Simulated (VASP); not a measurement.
# In3Se (Pm-3m) in VASP: a series of runs, part 2 of 2

VASP 6.6.1. Earlier steps stand in the parts before.

## 4. Relaxation of cell and atoms, PBEsol, target pressure 10 GPa, at which the enthalpy is minimised

The input, INCAR:

```
ALGO = Normal ; EDIFF = 1E-6
EDIFFG = -0.005 ; ENCUT = 600
GGA = PS ; IBRION = 2
ISIF = 3 ; ISMEAR = -1
LASPH = T ; LCHARG = F
LREAL = F ; LWAVE = F
NELM = 60 ; NSW = 80
PREC = Accurate ; PSTRESS = 100.0
SIGMA = 0.05
```

The input, KPOINTS:

```
k-points
0
Gamma
  6 6 6
```

The input, POSCAR:

```
In3Se
1.0
    4.8037580000      0.0000000000      0.0000000000
    0.0000000000      4.8037580000      0.0000000000
    0.0000000000      0.0000000000      4.8037580000
In Se
3 1
Direct
    0.5000000000      0.5000000000      0.0000000000
    0.5000000000      0.0000000000      0.5000000000
    0.0000000000      0.5000000000      0.5000000000
    0.0000000000      0.0000000000      0.0000000000
```

Launch:

```console
> cat potpaw_PBE.64/In_d/POTCAR potpaw_PBE.64/Se/POTCAR > POTCAR
> mpirun -np 1 vasp_std > vasp.out
```

Run time: 3.2 min. Hardware: 1 thread of Intel Xeon Platinum 8488C (Sapphire Rapids), shared host; peak memory 0.28 GiB.

The run converged. Its results:

```yaml
Free_energy: -12.8537 eV
Relaxed_volume: 21.83 Å³/atom
Relaxed_cell: a = 4.436 Å, b = 4.436 Å, c = 4.436 Å, α = 90.00°, β = 90.00°, γ = 90.00°
Space_group_after_relaxing_to_0.1_Å: Pm-3m (No. 221)
Energy_change_on_relaxing_the_run_minimises_the_enthalpy: +76.5 meV/atom
Ionic_steps: 6
Pressure_after_relaxing: 10.0 GPa
Band_gap_on_the_k_mesh: zero (an odd number of electrons rules out a gap without spin polarisation)
```

The path:
| step | energy change (eV) | largest force (eV/Å) | pressure (GPa) | volume (Å³) |
| --- | --- | --- | --- | --- |
| 1 | 0.0000 | 0.0000 | -2.93 | 110.85 |
| 2 | 1.1216 | 0.0000 | 21.35 | 78.70 |
| 3 | 0.3004 | 0.0000 | 9.92 | 87.40 |
| 4 | 0.3277 | 0.0000 | 10.34 | 86.96 |
| 5 | 0.2934 | 0.0000 | 9.81 | 87.51 |
| 6 | 0.3061 | 0.0000 | 10.00 | 87.31 |

Final structure:
```
In Se
1.0
     4.43623    0.00000    0.00000
     0.00000    4.43623    0.00000
     0.00000    0.00000    4.43623
In Se
3 1
Direct
  0.50000 0.50000 0.00000
  0.50000 0.00000 0.50000
  0.00000 0.50000 0.50000
  0.00000 0.00000 0.00000
```

Levels at points of the mesh, in eV from the Fermi level:
```tsv
k point	band 21	band 22	band 23	band 24	band 25	band 26
(0.00, 0.00, 0.00)	-1.91	-1.91	1.25	1.25	1.25	4.71
(0.50, 0.00, 0.00)	-1.26	-0.90	-0.53	-0.53	0.95	4.49
(0.50, 0.50, 0.00)	-1.26	-0.35	-0.35	1.63	1.63	1.93
(0.50, 0.50, 0.50)	-4.58	-4.58	-4.25	3.82	3.82	3.82
```

Caveat: the cell is relaxed towards a set pressure, so the run minimises the enthalpy, not the energy; the volume moved by over 15 % at a fixed basis, so the end points are rough; the PAW data sets were made with another functional, which shifts forces and pressure a little; spin-orbit coupling is left out, which moves the levels of the heavy elements.

## 5. Relaxation of cell and atoms, PBEsol, target pressure 20 GPa, at which the enthalpy is minimised

The input, INCAR:

```
SYSTEM = In3Se
ALGO = Normal ; EDIFF = 1E-6
EDIFFG = -0.005 ; ENCUT = 600
GGA = PS ; IBRION = 2
ISIF = 3 ; ISMEAR = -1
LASPH = .TRUE. ; LCHARG = .FALSE.
LREAL = .FALSE. ; LWAVE = .FALSE.
NELM = 80 ; NSW = 80
PREC = Accurate ; PSTRESS = 200.0
SIGMA = 0.05
```

The input, KPOINTS:

```
k-points
0
G
  6 6 6
  0 0 0
```

POSCAR is that of step 4.

Launch:

```console
> cat potpaw_PBE.64/In_d/POTCAR potpaw_PBE.64/Se/POTCAR > POTCAR
> mpirun -np 1 vasp_std > vasp.out
```

Wall time 3.7 min (1 thread of Intel Xeon Platinum 8488C (Sapphire Rapids), shared host); peak memory 0.28 GiB.

It converged, with:

| Item | Value |
| --- | --- |
| Free energy | -12.1429 eV |
| Relaxed volume | 19.88 Å³/atom |
| Relaxed cell | a = 4.300 Å, b = 4.300 Å, c = 4.300 Å, α = 90.00°, β = 90.00°, γ = 90.00° |
| Space group after relaxing (to 0.1 Å) | Pm-3m (No. 221) |
| Energy change on relaxing (the run minimises the enthalpy) | +254.2 meV/atom |
| Ionic steps | 7 |
| Pressure after relaxing | 20.0 GPa |
| Band gap on the k mesh | zero (an odd number of electrons rules out a gap without spin polarisation) |

The path:
| step | energy change (eV) | largest force (eV/Å) | pressure (GPa) | volume (Å³) |
| --- | --- | --- | --- | --- |
| 1 | 0.0000 | 0.0000 | -2.93 | 110.85 |
| 2 | 7.2227 | 0.0000 | 92.06 | 58.61 |
| 3 | 0.8395 | 0.0000 | 17.66 | 81.02 |
| 4 | 0.9619 | 0.0000 | 19.25 | 79.96 |
| 5 | 1.0296 | 0.0000 | 20.14 | 79.41 |
| 6 | 1.0068 | 0.0000 | 19.87 | 79.59 |
| 7 | 1.0168 | 0.0000 | 20.00 | 79.51 |

Final structure:
```xyz
4
Lattice="4.3000 0.0000 0.0000 0.0000 4.3000 0.0000 0.0000 0.0000 4.3000" Properties=species:S:1:pos:R:3 pbc="T T T"
In    2.1500    2.1500    0.0000
In    2.1500    0.0000    2.1500
In    0.0000    2.1500    2.1500
Se    0.0000    0.0000    0.0000
```

Levels at points of the mesh, in eV from the Fermi level:
| k point | band 20 | band 21 | band 22 | band 23 | band 24 | band 25 | band 26 | band 27 |
| --- | --- | --- | --- | --- | --- | --- | --- | --- |
| (0.00, 0.00, 0.00) | -4.92 | -1.81 | -1.81 | 1.28 | 1.28 | 1.28 | 4.91 | 4.91 |
| (0.50, 0.00, 0.00) | -3.59 | -1.34 | -0.74 | -0.74 | -0.57 | 0.73 | 4.82 | 4.82 |
| (0.50, 0.50, 0.00) | -2.77 | -1.42 | -0.18 | -0.18 | 1.55 | 1.55 | 2.14 | 2.22 |
| (0.50, 0.50, 0.50) | -4.74 | -4.70 | -4.70 | -4.70 | 4.19 | 4.19 | 4.19 | 10.45 |

Caveat: the cell is relaxed towards a set pressure, so the run minimises the enthalpy, not the energy; the volume moved by over 15 % at a fixed basis, so the end points are rough; the PAW data sets were made with another functional, which shifts forces and pressure a little; spin-orbit coupling is left out, which moves the levels of the heavy elements.

## 6. The runs side by side

| cell | gap on the mesh (eV) | pressure (GPa) |
| --- | --- | --- |
| relaxed | none | 0.0 |
| relaxed to 5 GPa | none | 5.0 |
| relaxed to 10 GPa | none | 10.0 |
| relaxed to 20 GPa | none | 20.0 |

Alike in all rows: task relaxation of cell and atoms; level PBEsol; potentials or basis VASP PAW PBE potentials, release 64 (In_d, Se); no spin polarisation; k mesh 6 × 6 × 6; cutoff (eV) 600; smearing fermi-dirac 0.05 eV.

Caveats: the PAW data sets were made with another functional, which shifts forces and pressure a little; spin-orbit coupling is left out, which moves the levels of the heavy elements; the cell is relaxed towards a set pressure, so the run minimises the enthalpy, not the energy (at least some runs); the volume moved by over 15 % at a fixed basis, so the end points are rough (at least some runs).

Total energies depend on the potentials used, so only differences within one code and one set of settings carry meaning.
